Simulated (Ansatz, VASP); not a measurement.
**One calculation of LiH, two programs**

The input INCAR:

```
SYSTEM = LiH
PREC     = Accurate       ! precision mode
ENCUT    = 750            ! plane-wave cutoff, eV
EDIFF    = 1E-6           ! SCF threshold, eV
ISMEAR   = 1              ! smearing method
SIGMA    = 0.2            ! smearing width, eV
LREAL    = .False.        ! projectors in reciprocal space
LASPH    = .True.         ! aspherical terms in the spheres
NELM     = 120            ! most SCF steps
ALGO     = Normal         ! electronic algorithm
ISIF     = 2              ! what is computed and relaxed
LWAVE    = .False.        ! write WAVECAR
LCHARG   = .False.        ! write CHGCAR
GGA      = PS             ! functional
NBANDS   = 9              ! bands
GGA_COMPAT= .False.
```

The input KPOINTS:

```
Automatic mesh
0
Gamma
  8 8 8
  0 0 0
```

The input POSCAR:

```
LiH
1.0
    2.5016587118      0.0000000000      0.0000000000
    0.0000000000      2.5016587118      0.0000000000
    0.0000000000      0.0000000000      2.5016587118
Li H
1 1
Direct
    0.0000000000      0.0000000000      0.0000000000
    0.5000000000      0.5000000000      0.5000000000
```

Input for Ansatz:

```yaml
crystal:
  lattice:
    - [2.5016587118, 0.0, 0.0]
    - [0.0, 2.5016587118, 0.0]
    - [0.0, 0.0, 2.5016587118]
  atoms:
    - { symbol: Li, position: [0.0, 0.0, 0.0] }
    - { symbol: H, position: [0.5, 0.5, 0.5] }
kpoints:
  mp_grid: { grid: [8, 8, 8] }
hamiltonian:
  xc: pbesol
scf:
  occupations: { method: cold, width: 0.2 }
  n_extra_bands: 4
output:
  forces: true
  stress: true
  eigenvalues: true
```

Alike in both runs: task single point; functional PBEsol; k mesh 8 × 8 × 8; no spin polarisation.

|  | VASP | Ansatz |
| --- | --- | --- |
| version | VASP 6.6.1 | Ansatz 0.2.0 |
| potentials or method | VASP PAW PBE potentials, release 64 (Li_sv, H) | plane waves |
| plane-wave cutoff (eV) | 750 | 420 |
| occupations | methfessel-paxton of order 1, width 0.2 eV | cold, width 0.2 eV |
| valence electrons in the cell | 4 | 4 |

```csv
,VASP,Ansatz,Ansatz less VASP
pressure (GPa),-0.5,-0.4,+0.07
```

VASP's potentials were made for PBE, not for PBEsol.
